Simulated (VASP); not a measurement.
# MgO (I4/mmm) in VASP: single point with r2SCAN

Aim: the single point of MgO with r2SCAN.

Everything below comes from runs of VASP 6.6.1. Logs are shortened: lines on timing, memory, paths and dates and some standing lists are left out, and cuts for length are marked.

## 1. The cell of the first run

Symmetry: I4/mmm, No. 139, tetragonal system. Conventional cell: a = 3.020 Å, b = 3.020 Å, c = 4.078 Å, α = 90.00°, β = 90.00°, γ = 90.00°. Mg (site symmetry 4/mmm) has 6 O at 2.04 to 2.14 Å within 2.7 Å. O (site symmetry 4/mmm) has 6 Mg at 2.04 to 2.14 Å within 2.7 Å.

## 2. Single point, r2SCAN (strain -0.0450 x Voigt [1, 0, 0, 0, 0, 0])

Input file POSCAR:

```
MgO
1.0
    0.0000000000      2.1351500000      2.1351500000
    2.0390682500      0.0000000000      2.1351500000
    2.0390682500      2.1351500000      0.0000000000
Mg O
1 1
Direct
    0.0000000000      0.0000000000      0.0000000000
    0.5000000000      0.5000000000      0.5000000000
```

Input file INCAR.step1:

```
SYSTEM = MgO
PREC     = Accurate       ! precision mode
ENCUT    = 920            ! plane-wave cutoff, eV
ISMEAR   = 0              ! smearing method
SIGMA    = 0.05           ! smearing width, eV
LREAL    = .FALSE.        ! projectors in reciprocal space
LASPH    = .TRUE.         ! aspherical terms in the spheres
NELM     = 120            ! most SCF steps
NBANDS   = 15             ! bands
GGA      = PE             ! functional
ALGO     = Normal         ! electronic algorithm
EDIFF    = 1E-5           ! SCF threshold, eV
LWAVE    = .TRUE.         ! write WAVECAR
LCHARG   = .FALSE.        ! write CHGCAR
GGA_COMPAT= .FALSE.
```

Input file INCAR.step2:

```
SYSTEM = MgO
PREC     = Accurate       ! precision mode
ENCUT    = 920            ! plane-wave cutoff, eV
EDIFF    = 1E-6           ! SCF threshold, eV
ISMEAR   = 0              ! smearing method
SIGMA    = 0.05           ! smearing width, eV
LREAL    = .FALSE.        ! projectors in reciprocal space
LASPH    = .TRUE.         ! aspherical terms in the spheres
NELM     = 120            ! most SCF steps
ALGO     = Normal         ! electronic algorithm
ISIF     = 2              ! what is computed and relaxed
LWAVE    = .FALSE.        ! write WAVECAR
LCHARG   = .TRUE.         ! write CHGCAR
METAGGA  = R2SCAN         ! meta-GGA
LMIXTAU  = .TRUE.       
LELF     = .TRUE.         ! ELF
LVHAR    = .TRUE.       
NBANDS   = 15             ! bands
ISTART   = 1            
GGA_COMPAT= .FALSE.
```

Input file KPOINTS:

```
Automatic mesh
0
G
  10 10 10
  0 0 0
```

Potentials or basis: VASP PAW PBE potentials, release 64 (Mg_sv, O).

Started as:

```sh
cat potpaw_PBE.64/Mg_sv/POTCAR potpaw_PBE.64/O/POTCAR > POTCAR
cp INCAR.step1 INCAR
mpirun -np 1 vasp_std > vasp.out
cp INCAR.step2 INCAR
mpirun -np 1 vasp_std > vasp.out
```

OUTCAR:

```text
SYSTEM = MgO
   PREC = Accurate
   ENCUT = 920
   EDIFF = 1E-6
   ISMEAR = 0
   LREAL = .FALSE.
   LASPH = .TRUE.
   NELM = 120
   ISIF = 2
   METAGGA = R2SCAN
   ISTART = 1

 ion  position               nearest neighbor table
   1  0.000  0.000  0.000-   2 2.04   2 2.04
   2  0.500  0.500  0.500-   1 2.04   1 2.04

  LATTYP: Found a body centered tetragonal cell.
 ALAT       =     3.0195580877
 C/A-ratio  =     1.3505739521

  Lattice vectors:

 A1 = (  -2.0390682500,   0.0000000000,  -2.1351500000)
 A2 = (  -2.0390682500,   0.0000000000,   2.1351500000)
 A3 = (   2.0390682500,   2.1351500000,   0.0000000000)

Analysis of symmetry for initial positions (statically):
=====================================================================
 Subroutine PRICEL returns:
 Original cell was already a primitive cell.

 Routine SETGRP: Setting up the symmetry group for a
 body centered tetragonal supercell.

 Subroutine GETGRP returns: Found 16 space group operations
 (whereof 16 operations were pure point group operations)
 out of a pool of 16 trial point group operations.

The static configuration has the point symmetry D_4h.

Analysis of symmetry for dynamics (positions and initial velocities):
=====================================================================
 Subroutine PRICEL returns:
 Original cell was already a primitive cell.

 Routine SETGRP: Setting up the symmetry group for a
 body centered tetragonal supercell.

 Subroutine GETGRP returns: Found 16 space group operations
 (whereof 16 operations were pure point group operations)
 out of a pool of 16 trial point group operations.

The dynamic configuration has the point symmetry D_4h.

 Subroutine INISYM returns: Found 16 space group operations
 (whereof 16 operations are pure point group operations),
 and found     1 'primitive' translations

----------------------------------------------------------------------------------------

                                     Primitive cell

  volume of cell :      18.5917

  direct lattice vectors                    reciprocal lattice vectors
     0.000000000  2.135150000  2.135150000    -0.245210036  0.234175585  0.234175585
     2.039068250  0.000000000  2.135150000     0.245210036 -0.234175585  0.234175585
     2.039068250  2.135150000  0.000000000     0.245210036  0.234175585 -0.234175585

  length of vectors
     3.019558088  2.952399846  2.952399846     0.412073259  0.412073259  0.412073259

  position of ions in fractional coordinates (direct lattice)
     0.000000000  0.000000000  0.000000000
     0.500000000  0.500000000  0.500000000

  ion indices of the primitive-cell ions
   primitive index   ion index
                 1           1
                 2           2

----------------------------------------------------------------------------------------

 KPOINTS: Automatic mesh

Automatic generation of k-mesh.
 Grid dimensions read from file:
 generate k-points for:   10   10   10

 Generating k-lattice:

  Cartesian coordinates                     Fractional coordinates (reciprocal lattice)
    -0.024521004  0.023417558  0.023417558     0.100000000 -0.000000000 -0.000000000
     0.024521004 -0.023417558  0.023417558     0.000000000  0.100000000  0.000000000
     0.024521004  0.023417558 -0.023417558     0.000000000  0.000000000  0.100000000

  Length of vectors
     0.041207326  0.041207326  0.041207326

  Shift w.r.t. Gamma in fractional coordinates (k-lattice)
     0.000000000  0.000000000  0.000000000

 Subroutine IBZKPT returns following result:
 ===========================================

 Found    102 irreducible k-points:

 Following reciprocal coordinates:
            Coordinates               Weight
  0.000000  0.000000  0.000000      1.000000
  0.100000  0.000000  0.000000      8.000000
  0.200000  0.000000  0.000000      8.000000
  0.300000  0.000000  0.000000      8.000000
  0.400000  0.000000  0.000000      8.000000
  0.500000 -0.000000 -0.000000      4.000000
[... 16 lines left out ...]
  0.300000  0.300000  0.000000      4.000000
  0.400000  0.300000  0.000000     16.000000
 [... further k-points ...]
   k-points           NKPTS =    102   k-points in BZ     NKDIM =    102   number of bands    NBANDS=     15
   number of dos      NEDOS =    301   number of ions     NIONS =      2
   total plane-waves  NPLWV =  27000
   dimension x,y,z NGX =    30 NGY =   30 NGZ =   30
   dimension x,y,z NGXF=    60 NGYF=   60 NGZF=   60
   ions per type =               1   1
   NGX,Y,Z   is equivalent  to a cutoff of  16.52, 16.89, 16.89 a.u.
   NGXF,Y,Z  is equivalent  to a cutoff of  33.03, 33.79, 33.79 a.u.
 SYSTEM =  MgO
   PREC   = accura    normal or accurate (medium, high low for compatibility)
   ISTART =      1    job   : 0-new  1-cont  2-samecut
   ICHARG =      0    charge: 1-file 2-atom 10-const
   ISPIN  =      1    spin polarized calculation?
   LNONCOLLINEAR =      F non collinear calculations
   LSORBIT =      F    spin-orbit coupling
   LASPH  =      T    aspherical Exc in radial PAW
   ENCUT  =  920.0 eV  67.62 Ry    8.22 a.u.   7.47  7.30  7.30*2*pi/ulx,y,z
   NELM   =    120;   NELMIN=  2; NELMDL=  0     # of ELM steps
   EDIFF  = 0.1E-05   stopping-criterion for ELM
   LREAL  =      F    real-space projection
   EDIFFG = 0.1E-04   stopping-criterion for IOM
   NSW    =      0    number of steps for IOM
   IBRION =     -1    ionic relax: 0-MD 1-quasi-New 2-CG
   NFREE  =      0    steps in history (QN), initial steepest desc. (CG)
   ISIF   =      2    stress and relaxation
   ISYM   =      2    0-nonsym 1-usesym 2-fastsym
   POTIM  = 0.5000    time-step for ionic-motion
   TEBEG  =    0.0;   TEEND  =   0.0 temperature during run
   PSTRESS=    0.0 pullay stress
   NELECT =      16.0000    total number of electrons
   NUPDOWN=      -1.0000    fix difference up-down
   EMIN   =  10.00;   EMAX   =-10.00  energy-range for DOS
   EFERMI =   0.00;   METHOD = LEGACY
   ISMEAR =     0;   SIGMA  =   0.05  broadening in eV -4-tet -1-fermi 0-gaus
   EFERMI_NEDOS =   21; number of points for ismear=-14 and -15
   IALGO  =     38    algorithm
   IMIX   =      4    mixing-type and parameters
     AMIX     =   0.40;   BMIX     =  1.00
     AMIX_MAG =   1.60;   BMIX_MAG =  1.00
  volume/ion in A,a.u.               =       9.30        62.73
  Fermi-wavevector in a.u.,A,eV,Ry     =   1.557191  2.942665 32.992017  2.424845
  Thomas-Fermi vector in A             =   2.660878
   LORBIT       =      0    0 simple, 1 ext, 2 COOP (PROOUT), +10 PAW based schemes
   METAGGA = R2SCAN    functional components
   LHFCALC =     F    Hartree Fock is set to
   AEXX    =    0.0000 exact exchange contribution
   IVDW    =     0    specifies the selected vdW correction
   LEPSILON=     F    determine dielectric tensor
   LRPA    =     F    only Hartree local field effects (RPA)
 non-spin polarized calculation
 Gauss-broadening in eV      SIGMA  =   0.05
  energy-cutoff  :      920.00
  volume of cell :       18.59
 maximum number of plane-waves:      1198
 NGX is ok and might be reduce to    30
   NGX = 15   NGY = 15   NGZ = 15

 number of electron      16.0000001 magnetization

 Free energy of the ion-electron system (eV)
  ---------------------------------------------------
  ext. energy  EPLUGINS =         0.00000000
  ---------------------------------------------------
  free energy    TOTEN  =       -16.13503660 eV

  energy without entropy =      -16.13503660  energy(sigma->0) =      -16.13503660

 E-fermi :   2.7955     XC(G=0): -12.0648

 val. band max:        2.5691657098   @ k =   0.0000   0.0000   0.0000
 cond. band min:       8.2123138170   @ k =   0.0000   0.0000   0.0000
 fundamental gap:      5.6431481072
 Fermi energy:         2.7955119141

 k-point     1 :       0.0000    0.0000    0.0000
  band No.  band energies     occupation
      1     -72.4036      2.00000
      2     -37.4998      2.00000
      3     -37.4998      2.00000
      4     -37.4695      2.00000
      5     -15.6796      2.00000
      6       2.4616      2.00000
      7       2.5692      2.00000
      8       2.5692      2.00000
      9       8.2123      0.00000
     10      19.2905      0.00000
     11      19.2905      0.00000
     12      19.7795      0.00000
     13      23.5774      0.00000
     14      24.6115      0.00000
     15      26.2176      0.00000

 k-point     2 :       0.1000    0.0000    0.0000
  band No.  band energies     occupation
      1     -72.4028      2.00000
      2     -37.5056      2.00000
      3     -37.5009      2.00000
      4     -37.4726      2.00000
      5     -15.5717      2.00000
      6       1.9014      2.00000
      7       2.4416      2.00000
      8       2.4895      2.00000
      9       8.8247      0.00000
     10      18.1898      0.00000
     11      19.5318      0.00000
     12      19.8825      0.00000
     13      24.0223      0.00000
     14      25.2147      0.00000
     15      25.4823      0.00000

 k-point     3 :       0.2000    0.0000    0.0000
  band No.  band energies     occupation
      1     -72.4006      2.00000
      2     -37.5238      2.00000
      3     -37.5038      2.00000
      4     -37.4777      2.00000
      5     -15.2764      2.00000
      6       0.5899      2.00000
      7       2.2815      2.00000
      8       2.2883      2.00000
      9      10.0359      0.00000
     10      16.6776      0.00000
     11      19.9651      0.00000
     12      20.4884      0.00000
     13      23.5324      0.00000
     14      24.4998      0.00000
     15      26.5372      0.00000

 k-point     4 :       0.3000    0.0000    0.0000
  band No.  band energies     occupation
      1     -72.3980      2.00000
      2     -37.5489      2.00000
      3     -37.5073      2.00000
      4     -37.4813      2.00000
      5     -14.8811      2.00000
      6      -0.7457      2.00000
      7       2.0526      2.00000
      8       2.0950      2.00000
      9      10.9933      0.00000
     10      16.0285      0.00000
     11      19.9664      0.00000
     12      20.8653      0.00000
     13      24.2355      0.00000
     14      24.6727      0.00000
     15      26.0232      0.00000
[... 307 lines left out ...]
 k-point    22 :      -0.2000    0.2000   -0.0000
  band No.  band energies     occupation
      1     -72.3971      2.00000
      2     -37.5434      2.00000
      3     -37.5206      2.00000
      4     -37.4847      2.00000
      5     -14.7552      2.00000
      6      -0.6101      2.00000
      7       1.2117      2.00000
      8       2.0735      2.00000
      9      11.9831      0.00000
     10      15.3986      0.00000
     11      18.9173      0.00000
     12      22.0729      0.00000
     13      22.3234      0.00000
     14      25.4067      0.00000
     15      28.8294      0.00000

 k-point    23 :       0.3000    0.3000    0.0000
  band No.  band energies     occupation
      1     -72.3967      2.00000
      2     -37.5485      2.00000
      3     -37.5143      2.00000
      4     -37.4895      2.00000
      5     -14.7328      2.00000
      6      -0.6153      2.00000
      7       1.5111      2.00000
      8       1.7441      2.00000
      9      12.4535      0.00000
     10      14.0790      0.00000
     11      18.0454      0.00000
     12      21.7678      0.00000
     13      22.2434      0.00000
     14      28.3452      0.00000
     15      31.4719      0.00000

 k-point    24 :       0.4000    0.3000    0.0000
  band No.  band energies     occupation
      1     -72.3950      2.00000
      2     -37.5581      2.00000
      3     -37.5185      2.00000
      4     -37.4944      2.00000
      5     -14.4960      2.00000
      6      -1.0549      2.00000
      7       1.2080      2.00000
      8       1.5311      2.00000
      9      13.2285      0.00000
     10      13.8506      0.00000
     11      17.2306      0.00000
     12      22.0934      0.00000
     13      22.7460      0.00000
     14      29.0423      0.00000
     15      31.0384      0.00000

 [... further k-points ...]
[... 5 lines left out ...]
  --------------------------------------------------------------------------------------
  -------------------------------------------------------------------------------------
  Total        1.0129389     -0.2905411     -0.2905411     -0.0000000      0.0000000      0.0000000
  in kB       87.2921742    -25.0379980    -25.0379980     -0.0000000      0.0000000      0.0000000
  external PRESSURE =      12.4053927 kB  Pullay stress =       0.0000000 kB

 VOLUME and BASIS-vectors are now :
 -----------------------------------------------------------------------------
  energy-cutoff  :      920.00
  volume of cell :       18.59
      direct lattice vectors                 reciprocal lattice vectors
     0.000000000  2.135150000  2.135150000    -0.245210036  0.234175585  0.234175585
     2.039068250  0.000000000  2.135150000     0.245210036 -0.234175585  0.234175585
     2.039068250  2.135150000  0.000000000     0.245210036  0.234175585 -0.234175585

 POSITION                                       TOTAL-FORCE (eV/Angst)
 -----------------------------------------------------------------------------------
      0.00000      0.00000      0.00000         0.000000     -0.000000      0.000000
      2.03907      2.13515      2.13515         0.000000      0.000000     -0.000000
 -----------------------------------------------------------------------------------
    total drift:                                0.000000      0.000000      0.000000

  FREE ENERGIE OF THE ION-ELECTRON SYSTEM (eV)
  ---------------------------------------------------
  free  energy   TOTEN  =       -16.1350365975 eV

  energy  without entropy=      -16.1350365975  energy(sigma->0) =      -16.13503660
```

It took 4 min on 1 thread of Intel Xeon Platinum 8259CL at 2.50GHz (Skylake/Cascade Lake), shared host; peak memory 0.21 GiB.

What came out:

```yaml
Free_energy: -16.1350 eV
Pressure: 1.2 GPa
Band_gap_on_the_k_mesh: 5.64 eV
```

Caveat: the cell differs from its parent crystal (strain -0.0450 x Voigt [1, 0, 0, 0, 0, 0]); the stress differs along the axes, from -3 to 9 GPa; the PAW data sets were made with another functional, which shifts forces and pressure a little.
